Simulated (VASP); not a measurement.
# Cu in VASP: notebook

Cu is run at these levels: r2SCAN, LDA, PBEsol, PBE; tasks: single point, relaxation of cell and atoms.

Program: VASP 6.6.1. These are calculated values, not measurements. Logs are shortened: lines on timing, memory, paths and dates and some standing lists are left out, and cuts for length are marked.

## (1) The cell of the first run

Symmetry: C2/m, No. 12, monoclinic system. The conventional cell has a = 4.367 Å, b = 2.522 Å, c = 2.541 Å, α = 90.00°, β = 125.21°, γ = 90.00°. Within 3.3 Å of Cu (site symmetry 2/m) lie 12 Cu at 2.52 to 2.54 Å.

## (2) Single point, r2SCAN

File POSCAR:

```
Cu
1.0
    0.0025735251      1.7799139140      1.7861108580
    1.7969226737     -0.0083566992      1.7968764261
    1.7860846219      1.7799416898      0.0025595517
Cu
1
Direct
    0.0000000000      0.0000000000      0.0000000000
```

File INCAR.step1:

```
  ALGO = Normal
  EDIFF = 1E-4
  ENCUT = 520
  GGA = PE
  ISMEAR = -1
  LASPH = True
  LCHARG = False
  LREAL = False
  LWAVE = True
  NBANDS = 12
  NELM = 80
  PREC = Accurate
  SIGMA = 0.05
```

File INCAR.step2:

```
  ALGO = Normal
  EDIFF = 1E-6
  ENCUT = 520
  ISIF = 2
  ISMEAR = -1
  ISTART = 1
  LASPH = True
  LCHARG = False
  LMIXTAU = True
  LREAL = False
  LWAVE = False
  METAGGA = R2SCAN
  NBANDS = 12
  NELM = 80
  PREC = Accurate
  SIGMA = 0.05
```

File KPOINTS:

```
k-points
0
Gamma
  13 12 13
```

Potentials or basis: VASP PAW PBE potentials, release 64 (Cu).

Launch:

```console
> cat potpaw_PBE.64/Cu/POTCAR > POTCAR
> cp INCAR.step1 INCAR
> mpirun -np 1 vasp_std > vasp.out
> cp INCAR.step2 INCAR
> mpirun -np 1 vasp_std > vasp.out
```

OUTCAR:

```text
EDIFF = 1E-6
   ENCUT = 520
   ISIF = 2
   ISMEAR = -1
   ISTART = 1
   LASPH = True
   LREAL = False
   METAGGA = R2SCAN
   NELM = 80
   PREC = Accurate

 ion  position               nearest neighbor table
   1  0.000  0.000  0.000-

  LATTYP: Found a base centered monoclinic cell.
 ALAT       =     4.3670598486
 B/A-ratio  =     0.5775725779
 C/A-ratio  =     0.5819048839
 COS(beta)  =    -0.5765510937

  Lattice vectors:

 A1 = (  -1.7860846219,  -1.7799416898,  -0.0025595517)
 A2 = (  -0.0025735251,  -1.7799139140,  -1.7861108580)
 A3 = (   1.7969226737,  -0.0083566992,   1.7968764261)

Analysis of symmetry for initial positions (statically):
=====================================================================
 Subroutine PRICEL returns:
 Original cell was already a primitive cell.

 Routine SETGRP: Setting up the symmetry group for a
 base centered monoclinic supercell.

 Subroutine GETGRP returns: Found  4 space group operations
 (whereof  4 operations were pure point group operations)
 out of a pool of  4 trial point group operations.

The static configuration has the point symmetry C_2h.

Analysis of symmetry for dynamics (positions and initial velocities):
=====================================================================
 Subroutine PRICEL returns:
 Original cell was already a primitive cell.

 Routine SETGRP: Setting up the symmetry group for a
 base centered monoclinic supercell.

 Subroutine GETGRP returns: Found  4 space group operations
 (whereof  4 operations were pure point group operations)
 out of a pool of  4 trial point group operations.

The dynamic configuration has the point symmetry C_2h.

 Subroutine INISYM returns: Found  4 space group operations
 (whereof  4 operations are pure point group operations),
 and found     1 'primitive' translations

----------------------------------------------------------------------------------------

                                     Primitive cell

  volume of cell :      11.4354

  direct lattice vectors                    reciprocal lattice vectors
     0.002573525  1.779913914  1.786110858    -0.279689624  0.280250810  0.281000179
     1.796922674 -0.008356699  1.796876426     0.277613675 -0.278970968  0.277603072
     1.786084622  1.779941690  0.002559552     0.280988635  0.280259971 -0.279692468

  length of vectors
     2.521565419  2.541213454  2.521566427     0.485518180  0.481619787  0.485518425

  position of ions in fractional coordinates (direct lattice)
     0.000000000  0.000000000  0.000000000

  ion indices of the primitive-cell ions
   primitive index   ion index
                 1           1

----------------------------------------------------------------------------------------

 KPOINTS: k-points

Automatic generation of k-mesh.
 Grid dimensions read from file:
 generate k-points for:   13   12   13

 Generating k-lattice:

  Cartesian coordinates                     Fractional coordinates (reciprocal lattice)
    -0.021514586  0.021557755  0.021615398     0.076923077 -0.000000000 -0.000000000
     0.023134473 -0.023247581  0.023133589     0.000000000  0.083333333 -0.000000000
     0.021614510  0.021558459 -0.021514805     0.000000000  0.000000000  0.076923077

  Length of vectors
     0.037347552  0.040134982  0.037347571

  Shift w.r.t. Gamma in fractional coordinates (k-lattice)
     0.000000000  0.000000000  0.000000000

 Subroutine IBZKPT returns following result:
 ===========================================

 Found    553 irreducible k-points:

 Following reciprocal coordinates:
            Coordinates               Weight
  0.000000  0.000000  0.000000      1.000000
  0.076923  0.000000  0.000000      4.000000
  0.153846  0.000000  0.000000      4.000000
  0.230769  0.000000  0.000000      4.000000
  0.307692  0.000000  0.000000      4.000000
  0.384615  0.000000  0.000000      4.000000
[... 16 lines left out ...]
  0.153846  0.166667  0.000000      4.000000
  0.230769  0.166667 -0.000000      4.000000
 [... further k-points ...]
   k-points           NKPTS =    553   k-points in BZ     NKDIM =    553   number of bands    NBANDS=     12
   number of dos      NEDOS =    301   number of ions     NIONS =      1
   total plane-waves  NPLWV =   8000
   dimension x,y,z NGX =    20 NGY =   20 NGZ =   20
   dimension x,y,z NGXF=    40 NGYF=   40 NGZF=   40
   ions per type =               1
   NGX,Y,Z   is equivalent  to a cutoff of  13.19, 13.08, 13.19 a.u.
   NGXF,Y,Z  is equivalent  to a cutoff of  26.37, 26.17, 26.37 a.u.
 SYSTEM =  unknown system
   PREC   = accura    normal or accurate (medium, high low for compatibility)
   ISTART =      1    job   : 0-new  1-cont  2-samecut
   ICHARG =      0    charge: 1-file 2-atom 10-const
   ISPIN  =      1    spin polarized calculation?
   LNONCOLLINEAR =      F non collinear calculations
   LSORBIT =      F    spin-orbit coupling
   LASPH  =      T    aspherical Exc in radial PAW
   ENCUT  =  520.0 eV  38.22 Ry    6.18 a.u.   4.69  4.72  4.69*2*pi/ulx,y,z
   NELM   =     80;   NELMIN=  2; NELMDL=  0     # of ELM steps
   EDIFF  = 0.1E-05   stopping-criterion for ELM
   LREAL  =      F    real-space projection
   EDIFFG = 0.1E-04   stopping-criterion for IOM
   NSW    =      0    number of steps for IOM
   IBRION =     -1    ionic relax: 0-MD 1-quasi-New 2-CG
   NFREE  =      0    steps in history (QN), initial steepest desc. (CG)
   ISIF   =      2    stress and relaxation
   ISYM   =      2    0-nonsym 1-usesym 2-fastsym
   POTIM  = 0.5000    time-step for ionic-motion
   TEBEG  =    0.0;   TEEND  =   0.0 temperature during run
   PSTRESS=    0.0 pullay stress
   NELECT =      11.0000    total number of electrons
   NUPDOWN=      -1.0000    fix difference up-down
   EMIN   =  10.00;   EMAX   =-10.00  energy-range for DOS
   EFERMI =   0.00;   METHOD = LEGACY
   ISMEAR =    -1;   SIGMA  =   0.05  broadening in eV -4-tet -1-fermi 0-gaus
   EFERMI_NEDOS =   21; number of points for ismear=-14 and -15
   IALGO  =     38    algorithm
   IMIX   =      4    mixing-type and parameters
     AMIX     =   0.40;   BMIX     =  1.00
     AMIX_MAG =   1.60;   BMIX_MAG =  1.00
  volume/ion in A,a.u.               =      11.44        77.17
  Fermi-wavevector in a.u.,A,eV,Ry     =   1.616053  3.053897 35.533338  2.611627
  Thomas-Fermi vector in A             =   2.710701
   LORBIT       =      0    0 simple, 1 ext, 2 COOP (PROOUT), +10 PAW based schemes
   METAGGA = R2SCAN    functional components
   LHFCALC =     F    Hartree Fock is set to
   AEXX    =    0.0000 exact exchange contribution
   IVDW    =     0    specifies the selected vdW correction
   LEPSILON=     F    determine dielectric tensor
   LRPA    =     F    only Hartree local field effects (RPA)
 non-spin polarized calculation
  energy-cutoff  :      520.00
  volume of cell :       11.44
 maximum number of plane-waves:       329
   NGX =  9   NGY =  9   NGZ =  9

 number of electron      11.0000012 magnetization

 Free energy of the ion-electron system (eV)
  ---------------------------------------------------
  ext. energy  EPLUGINS =         0.00000000
  ---------------------------------------------------
  free energy    TOTEN  =       -10.83163301 eV

  energy without entropy =      -10.83028826  energy(sigma->0) =      -10.83096064

 E-fermi :   7.8259     XC(G=0): -13.9625

 val. band max:        7.8212224643   @ k =   0.4615   0.0000   0.2308
 cond. band min:       7.8347257137   @ k =  -0.4615   0.4167   0.4615
 fundamental gap:      0.0135032494
 Fermi energy:         7.8259396502

 k-point     1 :       0.0000    0.0000    0.0000
  band No.  band energies     occupation
      1      -2.1247      2.00000
      2       4.5323      2.00000
      3       4.5728      2.00000
      4       4.5774      2.00000
      5       5.4115      2.00000
      6       5.4289      2.00000
      7      31.4384      0.00000
      8      34.4599      0.00000
      9      34.8533      0.00000
     10      34.9305      0.00000
     11      36.9059      0.00000
     12      37.2391      0.00000

 k-point     2 :       0.0769    0.0000    0.0000
  band No.  band energies     occupation
      1      -1.8946      2.00000
      2       4.5215      2.00000
      3       4.5775      2.00000
      4       4.6214      2.00000
      5       5.3944      2.00000
      6       5.4106      2.00000
      7      30.2095      0.00000
      8      32.6987      0.00000
      9      33.8398      0.00000
     10      34.1734      0.00000
     11      37.9061      0.00000
     12      38.2703      0.00000

 k-point     3 :       0.1538    0.0000    0.0000
  band No.  band energies     occupation
      1      -1.2205      2.00000
      2       4.3990      2.00000
      3       4.6679      2.00000
      4       4.7207      2.00000
      5       5.3783      2.00000
      6       5.3901      2.00000
      7      26.3005      0.00000
      8      32.0351      0.00000
      9      32.8803      0.00000
     10      33.1742      0.00000
     11      39.0503      0.00000
     12      39.4665      0.00000

 k-point     4 :       0.2308    0.0000    0.0000
  band No.  band energies     occupation
      1      -0.1665      2.00000
      2       4.2914      2.00000
      3       4.7019      2.00000
      4       4.7638      2.00000
      5       5.4611      2.00000
      6       5.4672      2.00000
      7      22.1642      0.00000
      8      31.4940      0.00000
      9      32.1257      0.00000
     10      32.3942      0.00000
     11      38.3331      0.00000
     12      38.5734      0.00000

 k-point     5 :       0.3077    0.0000    0.0000
  band No.  band energies     occupation
      1       1.0749      2.00000
      2       4.4008      2.00000
      3       4.6361      2.00000
      4       4.7015      2.00000
      5       5.6643      2.00000
      6       5.6713      2.00000
      7      18.3005      0.00000
      8      30.8385      0.00000
      9      31.6135      0.00000
     10      31.8788      0.00000
     11      36.4831      0.00000
     12      36.7259      0.00000
[... 228 lines left out ...]
      1      -1.0866      2.00000
      2       4.3502      2.00000
      3       4.7052      2.00000
      4       4.7056      2.00000
      5       5.3987      2.00000
      6       5.4111      2.00000
      7      25.2169      0.00000
      8      32.1346      0.00000
      9      33.0851      0.00000
     10      33.1271      0.00000
     11      39.1876      0.00000
     12      39.7280      0.00000

 k-point    22 :       0.0769    0.1667   -0.0000
  band No.  band energies     occupation
      1      -1.1786      2.00000
      2       4.3169      2.00000
      3       4.7325      2.00000
      4       4.7456      2.00000
      5       5.2664      2.00000
      6       5.5004      2.00000
      7      26.7632      0.00000
      8      30.9907      0.00000
      9      31.1098      0.00000
     10      34.6854      0.00000
     11      37.4183      0.00000
     12      39.5563      0.00000

 k-point    23 :       0.1538    0.1667    0.0000
  band No.  band energies     occupation
      1      -0.8342      2.00000
      2       4.1863      2.00000
      3       4.8572      2.00000
      4       4.8777      2.00000
      5       5.1132      2.00000
      6       5.5578      2.00000
      7      28.4937      0.00000
      8      29.2947      0.00000
      9      29.5199      0.00000
     10      31.1887      0.00000
     11      35.6129      0.00000
     12      42.3223      0.00000

 k-point    24 :       0.2308    0.1667   -0.0000
  band No.  band energies     occupation
      1      -0.0859      2.00000
      2       4.0257      2.00000
      3       4.8711      2.00000
      4       5.0187      2.00000
      5       5.1589      2.00000
      6       5.6272      2.00000
      7      25.7592      0.00000
      8      28.0097      0.00000
      9      29.1915      0.00000
     10      30.5555      0.00000
     11      33.9308      0.00000
     12      42.4278      0.00000

 [... further k-points ...]

------------------------ aborting loop because EDIFF is reached ----------------------------------------

  FORCE on cell =-STRESS in cart. coord.  units (eV):
  Direction    XX          YY          ZZ          XY          YZ          ZX
  --------------------------------------------------------------------------------------
  -------------------------------------------------------------------------------------
  Total        0.0437874      0.0442962      0.0437872     -0.0015321     -0.0015317      0.0005432
  in kB        6.1349269      6.2062052      6.1348971     -0.2146589     -0.2146027      0.0761035
  external PRESSURE =       6.1586764 kB  Pullay stress =       0.0000000 kB

 VOLUME and BASIS-vectors are now :
 -----------------------------------------------------------------------------
  energy-cutoff  :      520.00
  volume of cell :       11.44
      direct lattice vectors                 reciprocal lattice vectors
     0.002573525  1.779913914  1.786110858    -0.279689624  0.280250810  0.281000179
     1.796922674 -0.008356699  1.796876426     0.277613675 -0.278970968  0.277603072
     1.786084622  1.779941690  0.002559552     0.280988635  0.280259971 -0.279692468

 POSITION                                       TOTAL-FORCE (eV/Angst)
 -----------------------------------------------------------------------------------
      0.00000      0.00000      0.00000        -0.000000      0.000000      0.000000
 -----------------------------------------------------------------------------------
    total drift:                                0.000000      0.000000      0.000000

  FREE ENERGIE OF THE ION-ELECTRON SYSTEM (eV)
  ---------------------------------------------------
  free  energy   TOTEN  =       -10.8316330104 eV

  energy  without entropy=      -10.8302882637  energy(sigma->0) =      -10.83096064
```

Run time: 3.6 min. Hardware: 1 thread of Intel Xeon Platinum 8559C (Emerald Rapids), shared host; peak memory 0.18 GiB.

Results:

```
Free energy : -10.8316 eV
Pressure    : 0.6 GPa
```

Caveat: the PAW data sets were made with another functional, which shifts forces and pressure a little.

[end of part 1 of 3]
